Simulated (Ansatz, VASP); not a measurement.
# One calculation of MgO, two programs

```
CELL_PARAMETERS angstrom
0.00000 2.12692 2.12692
2.12692 0.00000 2.12692
2.12692 2.12692 0.00000
ATOMIC_POSITIONS crystal
Mg 0.00000 0.00000 0.00000
O 0.50000 0.50000 0.50000
```

Alike in both runs: functional PBE; k mesh 16 × 16 × 16; occupations fermi-dirac, width 0.05 eV; no spin polarisation.

Ansatz relaxed the structure, and its values are those at the end. VASP's run is a single point on that final structure, the one shown.

```csv
,VASP,Ansatz
version,VASP 6.6.1,Ansatz 0.2.0
potentials or method,"VASP PAW PBE potentials, release 64 (Mg, O)","PAW with Ansatz's default frozen-core files, scalar-relativistic"
plane-wave cutoff (eV),520,420
valence electrons in the cell,8,16
```

```csv
,VASP,Ansatz,Ansatz less VASP
pressure (GPa),-0.8,0.0,+0.75
```

VASP's potentials hold 8 valence electrons a cell and Ansatz's 16, so a difference there can come from the potentials and not from the codes.
